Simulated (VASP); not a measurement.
The system is PbO2 (fluorite type).

```
CELL_PARAMETERS angstrom
0.00000 2.55533 2.55533
2.55533 0.00000 2.55533
2.55533 2.55533 0.00000
ATOMIC_POSITIONS crystal
Pb 0.00000 0.00000 0.00000
O 0.25000 0.25000 0.25000
O 0.75000 0.75000 0.75000
```

* Program: VASP 6.6.1
* Task: relaxation of cell and atoms
* Functional: PBE
* Potentials or basis: VASP PAW PBE potentials, release 64 (Pb_d, O)
* Cutoff: 600 eV
* k mesh: 11 × 11 × 11
* Occupations: fermi-dirac, width 0.08 eV
* Spin: no spin polarisation

At the start: pressure 34.8 GPa; volume 11.12 Å³/atom.

Task: How do energy, volume and symmetry change on relaxing?

Result: Over 4 steps the energy falls by 190.1 meV/atom and the volume is 13.19 Å³/atom (+18.6 %); space group Fm-3m (No. 225, to 0.1 Å) before and after.

The path:
```csv
step,energy change (eV),largest force (eV/Å),pressure (GPa),volume (Å³)
1,0.0000,0.0000,34.80,33.37
2,-0.2169,0.0000,-14.15,46.45
3,-0.5702,0.0000,-0.37,39.72
4,-0.5703,0.0000,0.05,39.58
```

Final structure:
```
CELL_PARAMETERS angstrom
0.00000 2.70498 2.70498
2.70498 0.00000 2.70498
2.70498 2.70498 0.00000
ATOMIC_POSITIONS crystal
Pb 0.00000 0.00000 0.00000
O 0.25000 0.25000 0.25000
O 0.75000 0.75000 0.75000
```

Caveat: the volume moved by over 15 % at a fixed basis, so the end points are rough.
